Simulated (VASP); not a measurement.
Input of a VASP 6.6.1 run:

The input INCAR:

```
SYSTEM = Cr
PREC = Accurate
ENCUT = 520
EDIFF = 1E-6
ISMEAR = 0
SIGMA = 0.1
LREAL = .False.
LASPH = .True.
NELM = 60
ALGO = Normal
ISIF = 2
LWAVE = .False.
LCHARG = .False.
GGA = PE
NBANDS = 12
```

File KPOINTS:

```
regular mesh
0
Gamma
  20 20 20
  0 0 0
```

Contents of POSCAR:

```
Cr
1.0
   -1.5328195428      1.5328195428      1.5328195428
    1.5328195428     -1.5328195428      1.5328195428
    1.5328195428      1.5328195428     -1.5328195428
Cr
1
Direct
    0.0000000000      0.0000000000      0.0000000000
```

Potentials or basis: VASP PAW PBE potentials, release 64 (Cr_pv).

The run is started by

```console
$ cat potpaw_PBE.64/Cr_pv/POTCAR > POTCAR
$ mpirun -np 1 vasp_std > vasp.out
```

Task: What does it give for the band gap on the k mesh?

Result: Zero (band 6 reaches 9.88 eV, above the bottom of band 7 at 7.43 eV).

Task: What does it give for the pressure?

Result: -35.5 GPa.

Caveat: the cell differs from its parent crystal (W replaced by Cr, lengths x 0.915, strained); the run has no spin polarisation, though such a crystal can be magnetic. Spin polarisation is off, so any magnetic state and its effect on volume and gap are missing.
